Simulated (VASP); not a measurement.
Write the native input for VASP 6.6.1 that does the following.

```yaml
Task: single point
Functional: PBEsol
Potentials_or_basis: VASP PAW PBE potentials, release 64 (Na_pv, Cl)
Cutoff: 500 eV
k_mesh: 6 × 6 × 6
Occupations: gaussian, width 0.01 eV
Spin: no spin polarisation
Dipole_correction: no
Further_INCAR_settings: ALGO = Normal; EDIFF = 1e-06; NBANDS = 14
```

The structure of NaCl lies in POSCAR:

```
NaCl
1.0
    0.0000000000      2.9007071244      2.9007071244
    2.9007071244      0.0000000000      2.9007071244
    2.9007071244      2.9007071244      0.0000000000
Na Cl
1 1
Direct
    0.0000000000      0.0000000000      0.0000000000
    0.5000000000      0.5000000000      0.5000000000
```

One way to write it, as run:

INCAR

```
PREC = Accurate
ENCUT = 500
EDIFF = 1E-6
ISMEAR = 0
SIGMA = 0.01
LREAL = F
LASPH = T
NELM = 120
ALGO = Normal
ISIF = 2
LWAVE = F
LCHARG = F
GGA = PS
NBANDS = 14
GGA_COMPAT = F
```

KPOINTS

```
Automatic mesh
0
Gamma
  6 6 6
```

Potentials or basis: VASP PAW PBE potentials, release 64 (Na_pv, Cl).

Launch:

```console
$ cat potpaw_PBE.64/Na_pv/POTCAR potpaw_PBE.64/Cl/POTCAR > POTCAR
$ mpirun -np 1 vasp_std > vasp.out
```

Results of the run:

| Item | Value |
| --- | --- |
| Pressure | -2.1 GPa |
| Band gap on the k mesh | 4.64 eV, direct |

Caveat: the PAW data sets were made with another functional, which shifts forces and pressure a little.

Run time: 22 s on 1 thread of Intel Xeon 8259CL, with other jobs on the host, peak memory 0.16 GiB.
